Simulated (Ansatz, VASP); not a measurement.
**CO2: VASP beside Ansatz**

```xyz
6
Lattice="4.5946 0.0000 0.0000 0.0000 4.5946 0.0000 0.2871 0.0000 4.7848" Properties=species:S:1:pos:R:3 pbc="T T T"
C     2.4409    2.2973    2.3924
C     0.0000    0.0000    0.0000
O     1.6156    3.1226    2.3924
O     3.2661    1.4721    2.3924
O     0.8252    0.8252    0.0000
O     3.7694    3.7694    0.0000
```

Change from the starting cell: shear of c along a, cell held, atoms relaxed: +6.0 %.

Alike in both runs: functional PBEsol; k mesh 6 × 6 × 6; occupations gaussian, width 0.02 eV; no spin polarisation.

Ansatz relaxed the structure, and its values are those at the end. VASP's run is a single point on that final structure, the one shown.

|  | VASP | Ansatz |
| --- | --- | --- |
| version | VASP 6.6.1 | Ansatz 0.2.0 |
| potentials or method | VASP PAW PBE potentials, release 64 (C, O), cutoff 520 eV | scalar-relativistic, plane waves, PAW |
| valence electrons in the cell | 32 | 32 |

```tsv
	VASP	Ansatz	Ansatz less VASP
gap on the k mesh at the Fermi level (eV)	6.57	6.59	+0.018
least direct gap on the mesh (eV)	6.74	6.76	+0.018
pressure (GPa)	1.5	0.0	-1.48
rms of the force components (eV/Å)	0.332	0.003	-0.3287
```

VASP's potentials were made for PBE, not for PBEsol. Ansatz's warnings: stress scf threshold loose.

Noted on VASP's run: the standard files for N, O and F lose accuracy on very short bonds.
